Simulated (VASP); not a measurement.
Input of a VASP 6.6.1 run:

Contents of POSCAR:

```
SiSn2
1.0
    5.1541992701      0.0000000000      0.0000000000
   -2.5770996351      4.4636675041      0.0000000000
    0.0000000000      0.0000000000      3.1077978017
Si Sn
1 2
Direct
    0.0000000000      0.0000000000      0.0000000000
    0.3333333333      0.6666666667      0.5000000000
    0.6666666667      0.3333333333      0.5000000000
```

The input INCAR.step1:

```
PREC = Accurate
ENCUT = 520
ISMEAR = 0
SIGMA = 0.1
LREAL = F
LASPH = T
NELM = 100
NBANDS = 23
GGA = PE
ALGO = Normal
EDIFF = 1E-4
LWAVE = T
LCHARG = F
```

The input INCAR.step2:

```
PREC = Accurate
ENCUT = 520
EDIFF = 1E-6
ISMEAR = 0
SIGMA = 0.1
LREAL = F
LASPH = T
NELM = 100
ALGO = Normal
ISIF = 2
LWAVE = F
LCHARG = F
METAGGA = R2SCAN
LMIXTAU = T
NBANDS = 23
ISTART = 1
```

Contents of KPOINTS:

```
regular mesh
0
Gamma
  6 6 4
```

Potentials or basis: VASP PAW PBE potentials, release 64 (Si, Sn_d).

The run is started by

```bash
$ cat potpaw_PBE.64/Si/POTCAR potpaw_PBE.64/Sn_d/POTCAR > POTCAR
$ cp INCAR.step1 INCAR
$ mpirun -np 1 vasp_std > vasp.out
$ cp INCAR.step2 INCAR
$ mpirun -np 1 vasp_std > vasp.out
```

**Question.** What does it give for the pressure?

**Answer.** 0.2 GPa.

**Question.** Estimate the band gap on the k mesh.

**Answer.** Zero (band 16 reaches 9.59 eV, above the bottom of band 17 at 5.23 eV).

Stress tensor (GPa, compression positive):
```
0.12 0.00 0.00
0.00 0.12 0.00
0.00 0.00 0.24
```

Caveat: the k points lie up to 0.51 Å⁻¹ apart; the PAW data sets were made with another functional, which shifts forces and pressure a little; spin-orbit coupling is left out, which moves the levels of the heavy elements.
